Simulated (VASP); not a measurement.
Wanted: the native input for a VASP 6.6.1 run.

- Task: single point
- Functional: r2SCAN
- Potentials or basis: VASP PAW PBE potentials, release 64 (W_sv, Se)
- Cutoff: 520 eV
- k mesh: 12 × 12 × 2
- Occupations: gaussian, width 0.02 eV
- Spin: no spin polarisation
- Dipole correction: no
- Further INCAR settings: ALGO = Normal; EDIFF = 1e-06; NBANDS = 35

WSe2, a slab with vacuum:

```
W Se
1.0
     3.31472    0.00000    0.00000
    -1.65736    2.87063    0.00000
     0.00000    0.00000   24.08179
W Se
2 4
Direct
  0.66667 0.33333 0.14239
  0.33333 0.66667 0.85761
  0.33333 0.66667 0.21135
  0.66667 0.33333 0.92662
  0.33333 0.66667 0.07338
  0.66667 0.33333 0.78865
```

The input as run:

POSCAR

```
WSe2
1.0
    3.3147188945      0.0000000000      0.0000000000
   -1.6573594472      2.8706307690      0.0000000000
    0.0000000000      0.0000000000     24.0817853218
W Se
2 4
Direct
    0.6666666667      0.3333333333      0.1423922113
    0.3333333333      0.6666666667      0.8576077887
    0.3333333333      0.6666666667      0.2113531704
    0.6666666667      0.3333333333      0.9266195386
    0.3333333333      0.6666666667      0.0733804614
    0.6666666667      0.3333333333      0.7886468296
```

INCAR.step1

```
SYSTEM = WSe2
  PREC = Accurate
  ENCUT = 520
  ISMEAR = 0
  SIGMA = 0.02
  LREAL = .False.
  LASPH = .True.
  NELM = 100
  NBANDS = 35
  GGA = PE
  ALGO = Normal
  EDIFF = 1E-4
  LWAVE = .True.
  LCHARG = .False.
```

INCAR.step2

```
SYSTEM = WSe2
  PREC = Accurate
  ENCUT = 520
  EDIFF = 1E-6
  ISMEAR = 0
  SIGMA = 0.02
  LREAL = .False.
  LASPH = .True.
  NELM = 100
  ALGO = Normal
  ISIF = 2
  LWAVE = .False.
  LCHARG = .False.
  METAGGA = R2SCAN
  LMIXTAU = .True.
  NBANDS = 35
  ISTART = 1
```

KPOINTS

```
regular mesh
0
Gamma
  12 12 2
  0 0 0
```

Potentials or basis: VASP PAW PBE potentials, release 64 (W_sv, Se).

Run with:

```console
$ cat potpaw_PBE.64/W_sv/POTCAR potpaw_PBE.64/Se/POTCAR > POTCAR
$ cp INCAR.step1 INCAR
$ mpirun -np 1 vasp_std > vasp.out
$ cp INCAR.step2 INCAR
$ mpirun -np 1 vasp_std > vasp.out
```

Results of the run:

```
Largest force          : 0.044 eV/Å
Band gap on the k mesh : 1.59 eV, indirect (least direct gap 1.61 eV)
```

Caveat: the PAW data sets were made with another functional, which shifts forces and pressure a little; spin-orbit coupling is left out, which moves the levels of the heavy elements.

Run time: 13 min on 1 thread of Intel(R) Xeon(R) 6975P-C (Granite Rapids), with other jobs on the host, peak memory 0.54 GiB.
